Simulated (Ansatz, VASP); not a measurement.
# ZnO in VASP and in Ansatz

INCAR

```
SYSTEM = ZnO
PREC = Accurate ; ENCUT = 910
EDIFF = 1E-6 ; ISMEAR = 0
SIGMA = 0.05 ; LREAL = .False.
LASPH = .True. ; NELM = 120
ALGO = Normal ; ISIF = 2
LWAVE = .False. ; LCHARG = .False.
GGA = PS ; NBANDS = 26
GGA_COMPAT = .False.
```

File KPOINTS:

```
regular mesh
0
Gamma
  9 9 6
  0 0 0
```

File POSCAR:

```
ZnO
1.0
    3.0869287877      0.0000000000      0.0000000000
   -1.5434643938      2.6733587498      0.0000000000
    0.0000000000      0.0000000000      5.0737050000
Zn O
2 2
Direct
    0.3333333333      0.6666666667      0.0000000000
    0.6666666667      0.3333333333      0.5000000000
    0.3333333333      0.6666666667      0.3821000000
    0.6666666667      0.3333333333      0.8821000000
```

Input for Ansatz:

```yaml
crystal:
  lattice:
    - [3.0869287877, 0.0, 0.0]
    - [-1.5434643938, 2.6733587498, 0.0]
    - [0.0, 0.0, 5.073705]
  atoms:
    - { symbol: Zn, position: [0.3333333333, 0.6666666667, 0.0] }
    - { symbol: Zn, position: [0.6666666667, 0.3333333333, 0.5] }
    - { symbol: O, position: [0.3333333333, 0.6666666667, 0.3821] }
    - { symbol: O, position: [0.6666666667, 0.3333333333, 0.8821] }
basis:
  ecutwfc: 420
kpoints:
  mp_grid: { grid: [9, 9, 6] }
hamiltonian:
  xc: pbesol
scf:
  occupations: { method: gaussian, width: 0.05 }
output:
  forces: true
  stress: true
  eigenvalues: true
```

Change from the starting cell: strain -0.050 along x and y, -0.025 along z, atoms carried along.

Alike in both runs: task single point; functional PBEsol; k mesh 9 × 9 × 6; occupations gaussian, width 0.05 eV; no spin polarisation.

|  | VASP | Ansatz |
| --- | --- | --- |
| version | VASP 6.6.1 | Ansatz 0.2.0 |
| potentials or method | VASP PAW PBE potentials, release 64 (Zn, O_h), cutoff 910 eV | scalar-relativistic, plane waves, PAW |
| valence electrons in the cell | 36 | 36 |

|  | VASP | Ansatz | Ansatz less VASP |
| --- | --- | --- | --- |
| gap on the k mesh at the Fermi level (eV) | 0.82 | 0.82 | +0.005 |
| least direct gap on the mesh (eV) | 0.82 | 0.82 | +0.005 |
| rms of the force components (eV/Å) | 0.254 | 0.245 | -0.0096 |

VASP's potentials were made for PBE, not for PBEsol. Atom by atom the forces differ by 0.010 eV/Å (rms over components). The functional is the same, so the differences come from potentials, cutoffs and numerics.

Noted on VASP's run: the cutoff is short for stress, so the pressure is rough.
